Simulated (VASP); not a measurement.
**As: electric field gradients with PBE**

Crystal: As.

```
CELL_PARAMETERS angstrom
1.91851 1.10765 3.34634
-1.91851 1.10765 3.34634
0.00000 -2.21531 3.34634
ATOMIC_POSITIONS crystal
As 0.22754 0.22754 0.22754
As 0.77246 0.77246 0.77246
```

This cell differs from its parent crystal: z stretched by -4 % at fixed volume.

- Program: VASP 6.6.1
- Task: electric field gradients
- Functional: PBE
- Potentials or basis: VASP PAW PBE potentials, release 64 (As)
- Cutoff: 520 eV
- k mesh: 13 × 13 × 13
- Occupations: fermi-dirac, width 0.05 eV
- Spin: no spin polarisation
- Dipole correction: no
- Further INCAR settings: ALGO = Normal; EDIFF = 1e-08; NBANDS = 12

```
Pressure               : 2.8 GPa
Largest force          : 0.417 eV/Å
Band gap on the k mesh : zero (band 5 reaches 5.46 eV, above the bottom of band 6 at 5.41 eV)
```

Forces on the atoms (eV/Å):
```
As   0.000  0.000  0.417
As   0.000  0.000 -0.417
```

Stress tensor (GPa, compression positive):
```
1.96 0.00 0.00
0.00 1.96 0.00
0.00 0.00 4.49
```

Levels at points of the mesh, in eV from the Fermi level:
```
           k point  band 3  band 4  band 5  band 6  band 7  band 8
(0.00, 0.00, 0.00)   -2.18   -2.18   -1.97    1.87    3.07    3.07
```

Electric field gradients, principal values (V/Å²):
```tsv
atom	least	middle	greatest (by size)
1 As	28.714	28.714	-57.429
2 As	28.714	28.714	-57.429
```

Run time: 100 s on 1 thread of Intel Xeon 6975P-C (shared host), peak memory 0.24 GiB.

Caveat: without QUAD_EFG the Cq values of the log hold for a quadrupole moment of 1 mb, not for the nuclei.
